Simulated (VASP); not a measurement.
# Sc2As3Se3 (P-3m1) in VASP: single point with PBE

Aim: the single point of Sc2As3Se3 with PBE.

Program: VASP 6.6.1. These are calculated values, not measurements. Logs are shortened: lines on timing, memory, paths and dates and some standing lists are left out, and cuts for length are marked.

**1. The cell of the first run**

Symmetry: P-3m1, No. 164, trigonal system. The conventional cell has a = 5.680 Å, b = 5.680 Å, c = 7.901 Å, α = 90.00°, β = 90.00°, γ = 120.00°. Sc (site symmetry 3m) has 3 As at 2.61 Å and 3 Se at 3.33 Å within 3.4 Å. Within 3.4 Å of As (site symmetry 2/m) lie 2 Sc at 2.61 Å and 4 As at 2.84 Å and 2 Se at 2.84 Å. Within 3.4 Å of Se (site symmetry 3m) lie 2 Se at 2.60 to 2.70 Å and 3 Sc at 3.33 Å. Se (site symmetry -3m) has 2 Se at 2.60 Å and 6 As at 2.84 Å within 3.4 Å.

The cell was built from a structure type or drawn by symmetry, and may not be a known phase.

**2. Single point, PBE**

INCAR reads:

```
SYSTEM = Sc2As3Se3
ALGO = Normal ; EDIFF = 1E-7
ENCUT = 520 ; GGA = PE
ISIF = 2 ; ISMEAR = 0
LASPH = .TRUE. ; LCHARG = .FALSE.
LREAL = .FALSE. ; LWAVE = .FALSE.
NBANDS = 38 ; NELM = 60
PREC = Accurate ; SIGMA = 0.2
```

KPOINTS reads:

```
k-points
0
G
  3 3 2
  0 0 0
```

POSCAR reads:

```
Sc2As3Se3
1.0
    5.6801572917      0.0000000000      0.0000000000
   -2.8400786458      4.9191605121      0.0000000000
    0.0000000000      0.0000000000      7.9007067856
Sc As Se
2 3 3
Direct
    0.3333333333      0.6666666667      0.7574736150
    0.6666666667      0.3333333333      0.2425263850
    0.5000000000      0.0000000000      0.5000000000
    0.0000000000      0.5000000000      0.5000000000
    0.5000000000      0.5000000000      0.5000000000
    0.0000000000      0.0000000000      0.8292520679
    0.0000000000      0.0000000000      0.1707479321
    0.0000000000      0.0000000000      0.5000000000
```

Potentials or basis: VASP PAW PBE potentials, release 64 (Sc_sv, As, Se).

The run is started by

```console
$ cat potpaw_PBE.64/Sc_sv/POTCAR potpaw_PBE.64/As/POTCAR potpaw_PBE.64/Se/POTCAR > POTCAR
$ mpirun -np 1 vasp_std > vasp.out
```

OUTCAR:

```text
SYSTEM = Sc2As3Se3
   EDIFF = 1E-7
   ENCUT = 520
   GGA = PE
   ISIF = 2
   ISMEAR = 0
   LASPH = .TRUE.
   LREAL = .FALSE.
   NELM = 60
   PREC = Accurate

 ion  position               nearest neighbor table
   1  0.333  0.667  0.757-   3 2.61   4 2.61   5 2.61
   2  0.667  0.333  0.243-   3 2.61   4 2.61   5 2.61
   3  0.500  0.000  0.500-   1 2.61   2 2.61   5 2.84   5 2.84   8 2.84   8 2.84   4 2.84   4 2.84

   4  0.000  0.500  0.500-   1 2.61   2 2.61   8 2.84   8 2.84   5 2.84   5 2.84   3 2.84   3 2.84

   5  0.500  0.500  0.500-   1 2.61   2 2.61   3 2.84   3 2.84   4 2.84   4 2.84   8 2.84   8 2.84

   6  0.000  0.000  0.829-   8 2.60   7 2.70
   7  0.000  0.000  0.171-   8 2.60   6 2.70
   8  0.000  0.000  0.500-   6 2.60   7 2.60   4 2.84   4 2.84   3 2.84   3 2.84   5 2.84   5 2.84

  LATTYP: Found a hexagonal cell.
 ALAT       =     5.6801572917
 C/A-ratio  =     1.3909309866

  Lattice vectors:

 A1 = (   5.6801572917,   0.0000000000,   0.0000000000)
 A2 = (  -2.8400786458,   4.9191605121,   0.0000000000)
 A3 = (   0.0000000000,   0.0000000000,   7.9007067856)

Analysis of symmetry for initial positions (statically):
=====================================================================
 Subroutine PRICEL returns:
 Original cell was already a primitive cell.

 Routine SETGRP: Setting up the symmetry group for a
 hexagonal supercell.

 Subroutine GETGRP returns: Found 12 space group operations
 (whereof 12 operations were pure point group operations)
 out of a pool of 24 trial point group operations.

The static configuration has the point symmetry D_3d.

Analysis of symmetry for dynamics (positions and initial velocities):
=====================================================================
 Subroutine PRICEL returns:
 Original cell was already a primitive cell.

 Routine SETGRP: Setting up the symmetry group for a
 hexagonal supercell.

 Subroutine GETGRP returns: Found 12 space group operations
 (whereof 12 operations were pure point group operations)
 out of a pool of 24 trial point group operations.

The dynamic configuration has the point symmetry D_3d.

 Subroutine INISYM returns: Found 12 space group operations
 (whereof 12 operations are pure point group operations),
 and found     1 'primitive' translations

----------------------------------------------------------------------------------------

                                     Primitive cell

  volume of cell :     220.7584

  direct lattice vectors                    reciprocal lattice vectors
     5.680157292  0.000000000  0.000000000     0.176051463  0.101643359  0.000000000
    -2.840078646  4.919160512  0.000000000     0.000000000  0.203286719  0.000000000
     0.000000000  0.000000000  7.900706786     0.000000000  0.000000000  0.126570955

  length of vectors
     5.680157292  5.680157292  7.900706786     0.203286719  0.203286719  0.126570955

  position of ions in fractional coordinates (direct lattice)
     0.333333333  0.666666667  0.757473615
     0.666666667  0.333333333  0.242526385
     0.500000000  0.000000000  0.500000000
     1.000000000  0.500000000  0.500000000
     0.500000000  0.500000000  0.500000000
     0.000000000  0.000000000  0.829252068
     0.000000000  0.000000000  0.170747932
     0.000000000  0.000000000  0.500000000

  ion indices of the primitive-cell ions
   primitive index   ion index
                 1           1
                 2           2
                 3           3
                 4           4
                 5           5
                 6           6
                 7           7
                 8           8

----------------------------------------------------------------------------------------

 KPOINTS: k-points

Automatic generation of k-mesh.
 Grid dimensions read from file:
 generate k-points for:    3    3    2

 Generating k-lattice:

  Cartesian coordinates                     Fractional coordinates (reciprocal lattice)
     0.058683821  0.033881120  0.000000000     0.333333333  0.000000000  0.000000000
     0.000000000  0.067762240  0.000000000     0.000000000  0.333333333  0.000000000
     0.000000000  0.000000000  0.063285477     0.000000000  0.000000000  0.500000000

  Length of vectors
     0.067762240  0.067762240  0.063285477

  Shift w.r.t. Gamma in fractional coordinates (k-lattice)
     0.000000000  0.000000000  0.000000000

 Subroutine IBZKPT returns following result:
 ===========================================

 Found      6 irreducible k-points:

 Following reciprocal coordinates:
            Coordinates               Weight
  0.000000  0.000000  0.000000      1.000000
  0.333333  0.000000  0.000000      6.000000
  0.333333  0.333333  0.000000      2.000000
  0.000000  0.000000  0.500000      1.000000
  0.333333  0.000000  0.500000      6.000000
  0.333333  0.333333  0.500000      2.000000
   k-points           NKPTS =      6   k-points in BZ     NKDIM =      6   number of bands    NBANDS=     38
   number of dos      NEDOS =    301   number of ions     NIONS =      8
   total plane-waves  NPLWV = 105840
   dimension x,y,z NGX =    42 NGY =   42 NGZ =   60
   dimension x,y,z NGXF=    84 NGYF=   84 NGZF=  120
   ions per type =               2   3   3
   NGX,Y,Z   is equivalent  to a cutoff of  12.29, 12.29, 12.63 a.u.
   NGXF,Y,Z  is equivalent  to a cutoff of  24.58, 24.58, 25.25 a.u.
 SYSTEM =  Sc2As3Se3
   PREC   = accura    normal or accurate (medium, high low for compatibility)
   ISTART =      0    job   : 0-new  1-cont  2-samecut
   ICHARG =      2    charge: 1-file 2-atom 10-const
   ISPIN  =      1    spin polarized calculation?
   LNONCOLLINEAR =      F non collinear calculations
   LSORBIT =      F    spin-orbit coupling
   LASPH  =      T    aspherical Exc in radial PAW
   ENCUT  =  520.0 eV  38.22 Ry    6.18 a.u.  10.56 10.56 14.69*2*pi/ulx,y,z
   NELM   =     60;   NELMIN=  2; NELMDL= -5     # of ELM steps
   EDIFF  = 0.1E-06   stopping-criterion for ELM
   LREAL  =      F    real-space projection
   EDIFFG = 0.1E-05   stopping-criterion for IOM
   NSW    =      0    number of steps for IOM
   IBRION =     -1    ionic relax: 0-MD 1-quasi-New 2-CG
   NFREE  =      0    steps in history (QN), initial steepest desc. (CG)
   ISIF   =      2    stress and relaxation
   ISYM   =      2    0-nonsym 1-usesym 2-fastsym
   POTIM  = 0.5000    time-step for ionic-motion
   TEBEG  =    0.0;   TEEND  =   0.0 temperature during run
   PSTRESS=    0.0 pullay stress
   NELECT =      55.0000    total number of electrons
   NUPDOWN=      -1.0000    fix difference up-down
   EMIN   =  10.00;   EMAX   =-10.00  energy-range for DOS
   EFERMI =   0.00;   METHOD = LEGACY
   ISMEAR =     0;   SIGMA  =   0.20  broadening in eV -4-tet -1-fermi 0-gaus
   EFERMI_NEDOS =   21; number of points for ismear=-14 and -15
   IALGO  =     38    algorithm
   IMIX   =      4    mixing-type and parameters
     AMIX     =   0.40;   BMIX     =  1.00
     AMIX_MAG =   1.60;   BMIX_MAG =  1.00
  volume/ion in A,a.u.               =      27.59       186.22
  Fermi-wavevector in a.u.,A,eV,Ry     =   1.030125  1.946654 14.437927  1.061158
  Thomas-Fermi vector in A             =   2.164207
   LORBIT       =      0    0 simple, 1 ext, 2 COOP (PROOUT), +10 PAW based schemes
   GGA     = PE    functional components
   LHFCALC =     F    Hartree Fock is set to
   AEXX    =    0.0000 exact exchange contribution
   IVDW    =     0    specifies the selected vdW correction
   LEPSILON=     F    determine dielectric tensor
   LRPA    =     F    only Hartree local field effects (RPA)
 non-spin polarized calculation
 Gauss-broadening in eV      SIGMA  =   0.20
  energy-cutoff  :      520.00
  volume of cell :      220.76
 maximum number of plane-waves:      5962
 NGX is ok and might be reduce to    42
   NGX = 21   NGY = 21   NGZ = 29

 number of electron      54.9999990 magnetization

 Free energy of the ion-electron system (eV)
  ---------------------------------------------------
  ext. energy  EPLUGINS =         0.00000000
  ---------------------------------------------------
  free energy    TOTEN  =       -38.09496029 eV

  energy without entropy =      -38.04113523  energy(sigma->0) =      -38.06804776

 E-fermi :   3.6563     XC(G=0):  -8.6679

 val. band max:        3.6403850300   @ k =   0.0000   0.0000   0.5000
 cond. band min:       3.6734685105   @ k =   0.3333   0.3333   0.5000
 fundamental gap:      0.0330834804
 Fermi energy:         3.6562601057

 k-point     1 :       0.0000    0.0000    0.0000
  band No.  band energies     occupation
      1     -47.0890      2.00000
      2     -47.0889      2.00000
      3     -25.8093      2.00000
      4     -25.8063      2.00000
      5     -25.6954      2.00000
      6     -25.6954      2.00000
[... 30 lines left out ...]
     37       5.8819      0.00000
     38       6.5680      0.00000

 k-point     2 :       0.3333    0.0000    0.0000
  band No.  band energies     occupation
      1     -47.0890      2.00000
      2     -47.0889      2.00000
      3     -25.8086      2.00000
      4     -25.8069      2.00000
      5     -25.6959      2.00000
      6     -25.6956      2.00000
[... 30 lines left out ...]
     37       5.2796      0.00000
     38       5.4398      0.00000

 k-point     3 :       0.3333    0.3333    0.0000
  band No.  band energies     occupation
      1     -47.0889      2.00000
      2     -47.0889      2.00000
      3     -25.8077      2.00000
      4     -25.8077      2.00000
      5     -25.6962      2.00000
      6     -25.6955      2.00000
[... 30 lines left out ...]
     37       5.3812      0.00000
     38       5.3812      0.00000

 k-point     4 :       0.0000    0.0000    0.5000
  band No.  band energies     occupation
      1     -47.0891      2.00000
      2     -47.0888      2.00000
      3     -25.8086      2.00000
      4     -25.8071      2.00000
      5     -25.6952      2.00000
      6     -25.6952      2.00000
[... 30 lines left out ...]
     37       5.9952      0.00000
     38       6.0358      0.00000

 k-point     5 :       0.3333    0.0000    0.5000
  band No.  band energies     occupation
      1     -47.0890      2.00000
      2     -47.0889      2.00000
      3     -25.8082      2.00000
      4     -25.8073      2.00000
      5     -25.6957      2.00000
      6     -25.6955      2.00000
[... 30 lines left out ...]
     37       5.1878      0.00000
     38       5.3534      0.00000

 k-point     6 :       0.3333    0.3333    0.5000
  band No.  band energies     occupation
      1     -47.0889      2.00000
      2     -47.0889      2.00000
      3     -25.8077      2.00000
      4     -25.8077      2.00000
      5     -25.6958      2.00000
      6     -25.6955      2.00000
[... 30 lines left out ...]
     37       5.1100      0.00000
     38       5.1639      0.00000

------------------------ aborting loop because EDIFF is reached ----------------------------------------

  FORCE on cell =-STRESS in cart. coord.  units (eV):
  Direction    XX          YY          ZZ          XY          YZ          ZX
  --------------------------------------------------------------------------------------
  -------------------------------------------------------------------------------------
  Total        0.1624193      0.1624193      0.7099039      0.0000000      0.0000000      0.0000000
  in kB        1.1787748      1.1787748      5.1522019      0.0000000      0.0000000      0.0000000
  external PRESSURE =       2.5032505 kB  Pullay stress =       0.0000000 kB

 VOLUME and BASIS-vectors are now :
 -----------------------------------------------------------------------------
  energy-cutoff  :      520.00
  volume of cell :      220.76
      direct lattice vectors                 reciprocal lattice vectors
     5.680157292  0.000000000  0.000000000     0.176051463  0.101643359  0.000000000
    -2.840078646  4.919160512  0.000000000     0.000000000  0.203286719  0.000000000
     0.000000000  0.000000000  7.900706786     0.000000000  0.000000000  0.126570955

 POSITION                                       TOTAL-FORCE (eV/Angst)
 -----------------------------------------------------------------------------------
     -0.00000      3.27944      5.98458        -0.000000     -0.000000      0.092136
      2.84008      1.63972      1.91613         0.000000      0.000000     -0.092136
      2.84008      0.00000      3.95035        -0.000000      0.000000     -0.000000
     -1.42004      2.45958      3.95035        -0.000000      0.000000     -0.000000
      1.42004      2.45958      3.95035        -0.000000      0.000000     -0.000000
      0.00000      0.00000      6.55168        -0.000000      0.000000     -0.022571
      0.00000      0.00000      1.34903         0.000000     -0.000000      0.022571
      0.00000      0.00000      3.95035        -0.000000      0.000000     -0.000000
 -----------------------------------------------------------------------------------
    total drift:                               -0.000000      0.000000      0.000000

  FREE ENERGIE OF THE ION-ELECTRON SYSTEM (eV)
  ---------------------------------------------------
  free  energy   TOTEN  =       -38.0949602880 eV

  energy  without entropy=      -38.0411352344  energy(sigma->0) =      -38.06804776
```

Wall time 1.9 min (1 thread of Intel Xeon 8259CL, shared host); peak memory 0.33 GiB.

What came out:

| Property | Result |
| --- | --- |
| Free energy | -38.0950 eV |
| Pressure | 0.3 GPa |
| Largest force | 0.092 eV/Å |
| Band gap on the k mesh | zero (an odd number of electrons rules out a gap without spin polarisation) |

Forces in eV/Å, atoms in the order of the input:
```
Sc   0.000  0.000  0.092
Sc   0.000  0.000 -0.092
As   0.000  0.000  0.000
As   0.000  0.000  0.000
As   0.000  0.000  0.000
Se   0.000  0.000 -0.023
Se   0.000  0.000  0.023
Se   0.000  0.000  0.000
```

Stress tensor (GPa, compression positive):
```
0.12 0.00 0.00
0.00 0.12 0.00
0.00 0.00 0.52
```

Levels at points of the mesh, in eV from the Fermi level:
```
           k point  band 25  band 26  band 27  band 28  band 29  band 30
(0.00, 0.00, 0.00)    -1.76    -1.76    -0.38     0.58     0.62     0.62
(0.00, 0.00, 0.50)    -1.50    -0.02     0.37     0.52     0.52     0.60
```

Caveat: the k points lie up to 0.43 Å⁻¹ apart, too coarse for converged energies and pressures of a metal.
